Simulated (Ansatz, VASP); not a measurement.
GaAs3: VASP beside Ansatz

```
CELL_PARAMETERS angstrom
5.77849 0.00000 0.00000
-2.88925 5.00432 0.00000
0.00000 0.00000 5.37972
ATOMIC_POSITIONS crystal
Ga 0.33333 0.66667 0.50000
Ga 0.66667 0.33333 0.50000
As 0.31085 0.00000 0.22280
As 0.00000 0.31085 0.22280
As 0.68915 0.68915 0.22280
As 0.00000 0.68915 0.77720
As 0.68915 0.00000 0.77720
As 0.31085 0.31085 0.77720
```

Change from the starting cell: species swapped into the Ag3O type (P-31m, No. 162).

Alike in both runs: task single point; functional PBE; k mesh 3 × 3 × 4; occupations gaussian, width 0.1 eV; no spin polarisation.

|  | VASP | Ansatz |
| --- | --- | --- |
| version | VASP 6.6.1 | Ansatz 0.2.0 |
| potentials or method | VASP PAW PBE potentials, release 64 (Ga_d, As), cutoff 520 eV | scalar-relativistic, plane waves, PAW |
| valence electrons in the cell | 56 | 116 |

Ansatz gave:

| Property | Result |
| --- | --- |
| gap on the k mesh at the Fermi level (eV) | none |
| pressure (GPa) | 6.2 |
| traceless stress, the component that is largest in VASP (GPa) | -4.62 |
| rms of the force components (eV/Å) | 0.655 |

Estimate VASP's values.

gap on the k mesh at the Fermi level (eV): none; pressure (GPa): 6.4; traceless stress, the component that is largest in VASP (GPa): -4.62; rms of the force components (eV/Å): 0.665.

Atom by atom the forces differ by 0.010 eV/Å (rms over components). A gap of «none» marks a metal or a gap that the smearing closes. With one functional, cell and mesh, what is left measures potentials, basis and numerics. VASP's potentials hold 56 valence electrons a cell and Ansatz's 116, so a difference there can come from the potentials and not from the codes.

The k mesh is coarse, so the values compare programs but aren't converged.
